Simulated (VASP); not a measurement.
# LiBeF3 (Pm-3m) in VASP: notebook

Runs on LiBeF3. Level: PBE. Tasks: single point, relaxation of cell and atoms.

All numbers are computed with VASP 6.6.1; they aren't measurements. Logs are shortened: lines on timing, memory, paths and dates and some standing lists are left out, and cuts for length are marked.

### Step 1. The cell of the first run

The structure is cubic, space group Pm-3m (No. 221). Conventional cell: a = 3.541 Å, b = 3.541 Å, c = 3.541 Å, α = 90.00°, β = 90.00°, γ = 90.00°. Within 2.4 Å of Li (site symmetry m-3m) lie 6 F at 1.77 Å. Be (site symmetry m-3m) has 12 F at 2.50 Å and 8 Li at 3.07 Å within 3.3 Å. F (site symmetry 4/mmm) has 2 Li at 1.77 Å within 2.4 Å.

### Step 2. Single point, PBE

The input, INCAR:

```
SYSTEM = LiBeF3
ALGO = Normal ; EDIFF = 1E-6
ENCUT = 520 ; GGA = PE
ISIF = 2 ; ISMEAR = 0
LASPH = .True. ; LCHARG = .True.
LELF = .True. ; LREAL = .False.
LVHAR = .True. ; LWAVE = .False.
NBANDS = 21 ; NELM = 80
PREC = Accurate ; SIGMA = 0.1
```

The input, KPOINTS:

```
k-points
0
Gamma
  6 6 6
  0 0 0
```

The input, POSCAR:

```
LiBeF3
1.0
    3.5411025478      0.0000000000      0.0000000000
    0.0000000000      3.5411025478      0.0000000000
    0.0000000000      0.0000000000      3.5411025478
Li Be F
1 1 3
Direct
    0.5000000000      0.5000000000      0.5000000000
    0.0000000000      0.0000000000      0.0000000000
    0.0000000000      0.5000000000      0.5000000000
    0.5000000000      0.0000000000      0.5000000000
    0.5000000000      0.5000000000      0.0000000000
```

Potentials or basis: VASP PAW PBE potentials, release 64 (Li_sv, Be, F).

Command:

```bash
> cat potpaw_PBE.64/Li_sv/POTCAR potpaw_PBE.64/Be/POTCAR potpaw_PBE.64/F/POTCAR > POTCAR
> mpirun -np 1 vasp_std > vasp.out
```

OUTCAR:

```text
SYSTEM = LiBeF3
   EDIFF = 1E-6
   ENCUT = 520
   GGA = PE
   ISIF = 2
   ISMEAR = 0
   LASPH = .True.
   LREAL = .False.
   NELM = 80
   PREC = Accurate

 ion  position               nearest neighbor table
   1  0.500  0.500  0.500-   3 1.77   4 1.77   5 1.77   5 1.77   4 1.77   3 1.77
   2  0.000  0.000  0.000-
   3  0.000  0.500  0.500-   1 1.77   1 1.77
   4  0.500  0.000  0.500-   1 1.77   1 1.77
   5  0.500  0.500  0.000-   1 1.77   1 1.77

  LATTYP: Found a simple cubic cell.
 ALAT       =     3.5411025478

  Lattice vectors:

 A1 = (   3.5411025478,   0.0000000000,   0.0000000000)
 A2 = (   0.0000000000,   3.5411025478,   0.0000000000)
 A3 = (   0.0000000000,   0.0000000000,   3.5411025478)

Analysis of symmetry for initial positions (statically):
=====================================================================
 Subroutine PRICEL returns:
 Original cell was already a primitive cell.

 Routine SETGRP: Setting up the symmetry group for a
 simple cubic supercell.

 Subroutine GETGRP returns: Found 48 space group operations
 (whereof 48 operations were pure point group operations)
 out of a pool of 48 trial point group operations.

The static configuration has the point symmetry O_h .

Analysis of symmetry for dynamics (positions and initial velocities):
=====================================================================
 Subroutine PRICEL returns:
 Original cell was already a primitive cell.

 Routine SETGRP: Setting up the symmetry group for a
 simple cubic supercell.

 Subroutine GETGRP returns: Found 48 space group operations
 (whereof 48 operations were pure point group operations)
 out of a pool of 48 trial point group operations.

The dynamic configuration has the point symmetry O_h .

 Subroutine INISYM returns: Found 48 space group operations
 (whereof 48 operations are pure point group operations),
 and found     1 'primitive' translations

----------------------------------------------------------------------------------------

                                     Primitive cell

  volume of cell :      44.4033

  direct lattice vectors                    reciprocal lattice vectors
     3.541102548  0.000000000  0.000000000     0.282397922  0.000000000  0.000000000
     0.000000000  3.541102548  0.000000000     0.000000000  0.282397922  0.000000000
     0.000000000  0.000000000  3.541102548     0.000000000  0.000000000  0.282397922

  length of vectors
     3.541102548  3.541102548  3.541102548     0.282397922  0.282397922  0.282397922

  position of ions in fractional coordinates (direct lattice)
     0.500000000  0.500000000  0.500000000
     0.000000000  0.000000000  0.000000000
     0.000000000  0.500000000  0.500000000
     0.500000000  0.000000000  0.500000000
     0.500000000  0.500000000  0.000000000

  ion indices of the primitive-cell ions
   primitive index   ion index
                 1           1
                 2           2
                 3           3
                 4           4
                 5           5

----------------------------------------------------------------------------------------

 KPOINTS: k-points

Automatic generation of k-mesh.
 Grid dimensions read from file:
 generate k-points for:    6    6    6

 Generating k-lattice:

  Cartesian coordinates                     Fractional coordinates (reciprocal lattice)
     0.047066320  0.000000000  0.000000000     0.166666667  0.000000000  0.000000000
     0.000000000  0.047066320  0.000000000     0.000000000  0.166666667  0.000000000
     0.000000000  0.000000000  0.047066320     0.000000000  0.000000000  0.166666667

  Length of vectors
     0.047066320  0.047066320  0.047066320

  Shift w.r.t. Gamma in fractional coordinates (k-lattice)
     0.000000000  0.000000000  0.000000000

 Subroutine IBZKPT returns following result:
 ===========================================

 Found     20 irreducible k-points:

 Following reciprocal coordinates:
            Coordinates               Weight
  0.000000  0.000000  0.000000      1.000000
[... 39 lines left out ...]
 maximum number of plane-waves:      1222
 NGX is ok and might be reduce to    28

 number of electron      26.0000051 magnetization

 Free energy of the ion-electron system (eV)
  ---------------------------------------------------
  ext. energy  EPLUGINS =         0.00000000
  ---------------------------------------------------
  free energy    TOTEN  =       -19.96045711 eV

  energy without entropy =      -19.96045711  energy(sigma->0) =      -19.96045711

 E-fermi :   0.9180     XC(G=0): -10.0961

 val. band max:        0.3670854797   @ k =   0.5000   0.5000   0.5000
 cond. band min:       1.9467980168   @ k =   0.0000   0.0000   0.0000
 fundamental gap:      1.5797125371
 Fermi energy:         0.9180287326

 k-point     1 :       0.0000    0.0000    0.0000
  band No.  band energies     occupation
      1     -39.5075      2.00000
      2     -20.6770      2.00000
      3     -19.2859      2.00000
      4     -19.2859      2.00000
      5      -3.4205      2.00000
      6      -3.4205      2.00000
[... 13 lines left out ...]
     20      19.2889      0.00000
     21      19.4606      0.00000

 k-point     2 :       0.1667    0.0000    0.0000
  band No.  band energies     occupation
      1     -39.5052      2.00000
      2     -20.6055      2.00000
      3     -19.3976      2.00000
      4     -19.2789      2.00000
      5      -3.3129      2.00000
      6      -3.2726      2.00000
[... 13 lines left out ...]
     20      19.4684      0.00000
     21      19.5360      0.00000

 k-point     3 :       0.3333    0.0000    0.0000
  band No.  band energies     occupation
      1     -39.5007      2.00000
      2     -20.4065      2.00000
      3     -19.6778      2.00000
      4     -19.2648      2.00000
      5      -3.1296      2.00000
      6      -2.8895      2.00000
[... 13 lines left out ...]
     20      19.7217      0.00000
     21      19.7222      0.00000
[... 361 lines left out ...]
 k-point    19 :       0.5000    0.5000    0.3333
  band No.  band energies     occupation
      1     -39.4833      2.00000
      2     -19.8277      2.00000
      3     -19.8277      2.00000
      4     -19.7887      2.00000
      5      -3.7020      2.00000
      6      -3.3506      2.00000
[... 13 lines left out ...]
     20      15.9035      0.00000
     21      22.2361      0.00000

 k-point    20 :       0.5000    0.5000    0.5000
  band No.  band energies     occupation
      1     -39.4813      2.00000
      2     -19.8147      2.00000
      3     -19.8147      2.00000
      4     -19.8147      2.00000
      5      -3.6153      2.00000
      6      -3.6153      2.00000
[... 13 lines left out ...]
     20      15.1824      0.00000
     21      22.9619      0.00000

------------------------ aborting loop because EDIFF is reached ----------------------------------------

  FORCE on cell =-STRESS in cart. coord.  units (eV):
  Direction    XX          YY          ZZ          XY          YZ          ZX
  --------------------------------------------------------------------------------------
  -------------------------------------------------------------------------------------
  Total       -0.0330175     -0.0330175     -0.0330175     -0.0000000     -0.0000000      0.0000000
  in kB       -1.1913512     -1.1913512     -1.1913512     -0.0000000     -0.0000000      0.0000000
  external PRESSURE =      -1.1913512 kB  Pullay stress =       0.0000000 kB

 VOLUME and BASIS-vectors are now :
 -----------------------------------------------------------------------------
  energy-cutoff  :      520.00
  volume of cell :       44.40
      direct lattice vectors                 reciprocal lattice vectors
     3.541102548  0.000000000  0.000000000     0.282397922  0.000000000  0.000000000
     0.000000000  3.541102548  0.000000000     0.000000000  0.282397922  0.000000000
     0.000000000  0.000000000  3.541102548     0.000000000  0.000000000  0.282397922

 POSITION                                       TOTAL-FORCE (eV/Angst)
 -----------------------------------------------------------------------------------
      1.77055      1.77055      1.77055         0.000000      0.000000      0.000000
      0.00000      0.00000      0.00000         0.000000      0.000000      0.000000
      0.00000      1.77055      1.77055         0.000000      0.000000      0.000000
      1.77055      0.00000      1.77055         0.000000      0.000000      0.000000
      1.77055      1.77055      0.00000         0.000000      0.000000      0.000000
 -----------------------------------------------------------------------------------
    total drift:                                0.000000      0.000000      0.000000

  FREE ENERGIE OF THE ION-ELECTRON SYSTEM (eV)
  ---------------------------------------------------
  free  energy   TOTEN  =       -19.9604571077 eV

  energy  without entropy=      -19.9604571077  energy(sigma->0) =      -19.96045711
```

It took 12 s on 1 thread of AMD EPYC 9R14 (Zen 4), shared host; peak memory 0.13 GiB.

What came out:

```
Free energy            : -19.9605 eV
Band gap on the k mesh : 1.58 eV, indirect (least direct gap 1.93 eV)
```

Caveat: the cutoff is under 1.25 times the usual one of these potentials, so pressure, stress and relaxed cells hold a basis-set (Pulay) error.

### Step 3. Relaxation of cell and atoms, PBE

This run uses another cell than the first one, of 11.39 Å³/atom, 1.282 times its volume.

The input, INCAR:

```
SYSTEM = LiBeF3
ALGO     = Normal         ! electronic algorithm
EDIFF    = 1E-6           ! SCF threshold, eV
EDIFFG   = -0.04          ! ionic threshold
ENCUT    = 600            ! plane-wave cutoff, eV
GGA      = PE             ! functional
IBRION   = 2              ! ionic algorithm
ISIF     = 3              ! what is computed and relaxed
ISMEAR   = 0              ! smearing method
LASPH    = .TRUE.         ! aspherical terms in the spheres
LCHARG   = .FALSE.        ! write CHGCAR
LREAL    = .FALSE.        ! projectors in reciprocal space
LWAVE    = .FALSE.        ! write WAVECAR
NELM     = 60             ! most SCF steps
NSW      = 90             ! ionic steps
PREC     = Accurate       ! precision mode
SIGMA    = 0.1            ! smearing width, eV
```

The input, KPOINTS:

```
k-points
0
G
  4 4 4
  0 0 0
```

Edit POSCAR of step 2 so:

```diff
@@ -2,5 +2,5 @@
 1.0
-    3.5411025478      0.0000000000      0.0000000000
-    0.0000000000      3.5411025478      0.0000000000
-    0.0000000000      0.0000000000      3.5411025478
+    3.8468311000      0.0000000000      0.0000000000
+    0.0000000000      3.8468311000      0.0000000000
+    0.0000000000      0.0000000000      3.8468311000
 Li Be F
```

Potentials or basis: VASP PAW PBE potentials, release 64 (Li_sv, Be, F).

Command:

```bash
> cat potpaw_PBE.64/Li_sv/POTCAR potpaw_PBE.64/Be/POTCAR potpaw_PBE.64/F/POTCAR > POTCAR
> mpirun -np 1 vasp_std > vasp.out
```

It took 20 s on 1 thread of AMD EPYC 9R14 (Zen 4), shared host; peak memory 0.15 GiB.

The run converged. Its results:

```yaml
Free_energy: -20.0223 eV
Relaxed_volume: 8.81 Å³/atom
Relaxed_cell: a = 3.532 Å, b = 3.532 Å, c = 3.532 Å, α = 90.00°, β = 90.00°, γ = 90.00°
Space_group_after_relaxing_to_0.05_Å: Pm-3m (No. 221)
Energy_gained_by_relaxing: 139.9 meV/atom
Ionic_steps: 4
Pressure_after_relaxing: 0.3 GPa
Band_gap_on_the_k_mesh: 1.61 eV, indirect (least direct gap 1.97 eV)
```

Step by step:
```csv
step,energy change (eV),largest force (eV/Å),pressure (GPa),volume (Å³)
1,0.0000,0.0000,-13.93,56.93
2,-0.5600,0.0000,-8.16,49.15
3,-0.6963,0.0000,-1.47,44.86
4,-0.6993,0.0000,0.30,44.04
```

Final structure:
```yaml
crystal:
  lattice:
    - [3.53153, 0.00000, 0.00000]
    - [0.00000, 3.53153, 0.00000]
    - [0.00000, 0.00000, 3.53153]
  atoms:
    - { symbol: Li, position: [0.50000, 0.50000, 0.50000] }
    - { symbol: Be, position: [0.00000, 0.00000, 0.00000] }
    - { symbol: F, position: [0.00000, 0.50000, 0.50000] }
    - { symbol: F, position: [0.50000, 0.00000, 0.50000] }
    - { symbol: F, position: [0.50000, 0.50000, 0.00000] }
```

Levels at points of the mesh, in eV from the valence-band top:
| k point | band 9 | band 10 | band 11 | band 12 | band 13 | band 14 | band 15 | band 16 | band 17 |
| --- | --- | --- | --- | --- | --- | --- | --- | --- | --- |
| (0.00, 0.00, 0.00) | -1.00 | -1.00 | -0.36 | -0.36 | -0.36 | 1.61 | 8.91 | 8.91 | 8.91 |
| (0.50, 0.00, 0.00) | -1.80 | -1.46 | -1.42 | -0.49 | -0.49 | 4.80 | 5.42 | 8.13 | 8.13 |
| (0.50, 0.50, 0.00) | -2.07 | -1.58 | -1.58 | -0.24 | -0.02 | 5.11 | 7.06 | 7.06 | 7.33 |
| (0.50, 0.50, 0.50) | -0.22 | -0.22 | 0.00 | 0.00 | 0.00 | 3.20 | 8.28 | 8.28 | 8.28 |

Caveat: the cutoff is under 1.25 times the usual one of these potentials, so pressure, stress and relaxed cells hold a basis-set (Pulay) error; the volume moved by over 15 % at a fixed basis, so the end points are rough.

### Step 4. Single point, PBE

This run uses another cell than the first one: it holds 10 atoms, not 5.

The input, INCAR:

```
PREC = Accurate
ENCUT = 520
EDIFF = 1E-6
ISMEAR = 0
SIGMA = 0.1
LREAL = F
LASPH = T
NELM = 60
ALGO = Normal
ISIF = 2
LWAVE = F
LCHARG = F
GGA = PE
NBANDS = 37
```

The input, KPOINTS:

```
Automatic mesh
0
Gamma
  4 4 2
```

The input, POSCAR:

```
LiBeF3
1.0
    3.5411025478      0.0000000000      0.0000000000
    0.0000000000      3.5411025478      0.0000000000
    0.0000000000      0.0000000000      7.0822050956
Li Be F
2 2 6
Direct
    0.5000000000      0.5000000000      0.2500000000
    0.5000000000      0.5000000000      0.7500000000
    0.0000000000      0.0000000000      0.0000000000
    0.0000000000      0.0000000000      0.5000000000
    0.0000000000      0.5000000000      0.2500000000
    0.0000000000      0.5000000000      0.7500000000
    0.5000000000      0.0000000000      0.2500000000
    0.5000000000      0.0000000000      0.7500000000
    0.5000000000      0.5000000000      0.0000000000
    0.5000000000      0.5000000000      0.5000000000
```

Command:

```bash
> cat potpaw_PBE.64/Li_sv/POTCAR potpaw_PBE.64/Be/POTCAR potpaw_PBE.64/F/POTCAR > POTCAR
> mpirun -np 1 vasp_std > vasp.out
```

It took 25 s on 1 thread of AMD EPYC 9R14 (Zen 4), shared host; peak memory 0.16 GiB.

Results (log left out):

```
Free energy            : -39.9187 eV
Band gap on the k mesh : 1.58 eV
```

Levels at points of the mesh, in eV from the valence-band top:
| k point | band 22 | band 23 | band 24 | band 25 | band 26 | band 27 | band 28 | band 29 | band 30 | band 31 |
| --- | --- | --- | --- | --- | --- | --- | --- | --- | --- | --- |
| (0.00, 0.00, 0.00) | -0.48 | -0.48 | -0.35 | -0.35 | -0.35 | 1.58 | 4.75 | 5.39 | 8.08 | 8.08 |
| (0.50, 0.00, 0.00) | -1.40 | -0.48 | -0.48 | -0.23 | -0.02 | 4.75 | 5.05 | 5.39 | 7.02 | 7.02 |
| (0.50, 0.50, 0.00) | -0.22 | -0.02 | 0.00 | 0.00 | 0.00 | 3.17 | 5.05 | 7.02 | 7.02 | 7.30 |
| (0.00, 0.00, 0.50) | -1.09 | -0.46 | -0.46 | -0.46 | -0.46 | 2.91 | 2.91 | 7.36 | 7.36 | 8.44 |
| (0.50, 0.00, 0.50) | -0.87 | -0.48 | -0.48 | -0.45 | -0.45 | 4.89 | 4.89 | 6.21 | 6.21 | 7.52 |
| (0.50, 0.50, 0.50) | -0.52 | -0.22 | -0.22 | -0.01 | -0.01 | 3.97 | 3.97 | 7.56 | 7.56 | 7.56 |

Caveat: the k points lie up to 0.44 Å⁻¹ apart; the cutoff is under 1.25 times the usual one of these potentials, so pressure, stress and relaxed cells hold a basis-set (Pulay) error.

### Step 5. Relaxation of cell and atoms, PBE

The input, INCAR:

```
SYSTEM = LiBeF3
ALGO = Normal
EDIFF = 1E-6
EDIFFG = -0.04
ENCUT = 600
GGA = PE
IBRION = 2
ISIF = 3
ISMEAR = 0
LASPH = .TRUE.
LCHARG = .FALSE.
LREAL = .FALSE.
LWAVE = .FALSE.
NELM = 60
NSW = 90
PREC = Accurate
SIGMA = 0.1
```

The input, KPOINTS:

```
k-points
0
G
  6 6 6
  0 0 0
```

The input, POSCAR:

```
LiBeF3
1.0
    3.5411025478      0.0000000000      0.0000000000
    0.0000000000      3.5411025478      0.0000000000
    0.0000000000      0.0000000000      3.5411025478
Li Be F
1 1 3
Direct
    0.5000000000      0.5000000000      0.5000000000
    0.0000000000      0.0000000000      0.0000000000
    0.0000000000      0.5000000000      0.5000000000
    0.5000000000      0.0000000000      0.5000000000
    0.5000000000      0.5000000000      0.0000000000
```

Command:

```bash
> cat potpaw_PBE.64/Li_sv/POTCAR potpaw_PBE.64/Be/POTCAR potpaw_PBE.64/F/POTCAR > POTCAR
> mpirun -np 1 vasp_std > vasp.out
```

Run time: 9.7 s. Hardware: 1 thread of AMD EPYC 9R14 (Zen 4), shared host; peak memory 0.13 GiB.

Results (log left out):

```
Free energy             : -19.9676 eV
Pressure after relaxing : -0.3 GPa
Band gap on the k mesh  : 1.58 eV, indirect (least direct gap 1.93 eV)
```

Final structure:
```
Li Be F
1.0
     3.54110    0.00000    0.00000
     0.00000    3.54110    0.00000
     0.00000    0.00000    3.54110
Li Be F
1 1 3
Direct
  0.50000 0.50000 0.50000
  0.00000 0.00000 0.00000
  0.00000 0.50000 0.50000
  0.50000 0.00000 0.50000
  0.50000 0.50000 0.00000
```

Levels at points of the mesh, in eV from the valence-band top:
```tsv
k point	band 9	band 10	band 11	band 12	band 13	band 14	band 15	band 16	band 17
(0.00, 0.00, 0.00)	-0.99	-0.99	-0.35	-0.35	-0.35	1.58	8.86	8.86	8.86
(0.50, 0.00, 0.00)	-1.78	-1.45	-1.40	-0.48	-0.48	4.76	5.40	8.08	8.08
(0.50, 0.50, 0.00)	-2.05	-1.56	-1.56	-0.23	-0.02	5.06	7.02	7.02	7.30
(0.50, 0.50, 0.50)	-0.22	-0.22	0.00	0.00	0.00	3.18	8.23	8.23	8.23
```

Caveat: the cutoff is under 1.25 times the usual one of these potentials, so pressure, stress and relaxed cells hold a basis-set (Pulay) error; the relaxation stopped at its first step, so nothing moved. A k mesh can miss the band edges.

### Step 6. Summary

```csv
task,cell,k mesh,cutoff (eV),gap on the mesh (eV),pressure (GPa)
single point,"a = 3.541 Å, 5 atoms",6 × 6 × 6,520,1.58,-
relaxation of cell and atoms,"relaxed from a = 3.847 Å, 5 atoms",4 × 4 × 4,600,1.61,0.3
single point,"a = 3.541, b = 3.541, c = 7.082 Å, 10 atoms",4 × 4 × 2,520,1.58,-
relaxation of cell and atoms,"relaxed from a = 3.541 Å, 5 atoms",6 × 6 × 6,600,1.58,-0.3
```

Alike in all rows: level PBE; potentials or basis VASP PAW PBE potentials, release 64 (Li_sv, Be, F); no spin polarisation; smearing gaussian 0.1 eV.

Caveats: some runs use coarse meshes; the cutoff is under 1.25 times the usual one of these potentials, so pressure, stress and relaxed cells hold a basis-set (Pulay) error; the volume moved by over 15 % at a fixed basis, so the end points are rough (some runs); the relaxation stopped at its first step, so nothing moved (some runs).

Absolute energies hang on the potentials; compare differences alone.
